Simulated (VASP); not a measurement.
The system is MoOs.

```xyz
2
Lattice="2.7818 0.0000 0.0000 -1.3909 2.4091 0.0000 0.0000 0.0000 4.5071" Properties=species:S:1:pos:R:3 pbc="T T T"
Mo    1.3909    0.8030    2.2535
Os    0.0000    1.6060    0.0000
```

```yaml
Program: VASP 6.6.1
Task: relaxation of volume and atoms at fixed shape
Functional: PBEsol
Potentials_or_basis: VASP PAW PBE potentials, release 64 (Mo_sv, Os)
Cutoff: 600 eV
k_mesh: 8 × 8 × 5
Occupations: fermi-dirac, width 0.05 eV
Spin: no spin polarisation
```

At the start: pressure -11.2 GPa; volume 15.10 Å³/atom.

**Question.** Where does the relaxation end?

**Answer.** Over 4 steps the energy falls by 18.5 meV/atom and the volume is 14.59 Å³/atom (-3.4 %); space group P-6m2 (No. 187, to 0.1 Å) before and after.

The path:
| step | energy change (eV) | largest force (eV/Å) | pressure (GPa) | volume (Å³) |
| --- | --- | --- | --- | --- |
| 1 | 0.0000 | 0.0000 | -11.15 | 30.20 |
| 2 | 0.4780 | 0.0000 | 55.30 | 25.84 |
| 3 | -0.0370 | 0.0000 | -0.64 | 29.23 |
| 4 | -0.0371 | 0.0000 | -0.09 | 29.18 |

Final structure:
```
Mo Os
1.0
     2.74997    0.00000    0.00000
    -1.37498    2.38154    0.00000
     0.00000    0.00000    4.45555
Mo Os
1 1
Direct
  0.66667 0.33333 0.50000
  0.33333 0.66667 0.00000
```

Caveat: the PAW data sets were made with another functional, which shifts forces and pressure a little.
